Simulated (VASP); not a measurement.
A run of VASP 6.6.1 is set up as follows.

INCAR

```
ALGO = Normal ; EDIFF = 1E-6
ENCUT = 520 ; ISIF = 2
ISMEAR = -1 ; LASPH = T
LCHARG = F ; LREAL = F
LWAVE = F ; NBANDS = 12
NELM = 60 ; PREC = Accurate
SIGMA = 0.1
```

The input KPOINTS:

```
k-points
0
Gamma
  16 16 16
```

Contents of POSCAR:

```
Zn
1.0
    0.0000000000      1.8671698688      1.8671698688
    1.8671698688      0.0000000000      1.8671698688
    1.8671698688      1.8671698688      0.0000000000
Zn
1
Direct
    0.0000000000      0.0000000000      0.0000000000
```

Potentials or basis: VASP PAW LDA potentials, release 64 (Zn).

Run with:

```console
$ cat potpaw_LDA.64/Zn/POTCAR > POTCAR
$ mpirun -np 1 vasp_std > vasp.out
```

(1) Estimate the band gap on the k mesh.

(2) Estimate the pressure.

Results:

(1) zero (band 6 reaches 6.40 eV, above the bottom of band 7 at 2.89 eV).

(2) 5.0 GPa.
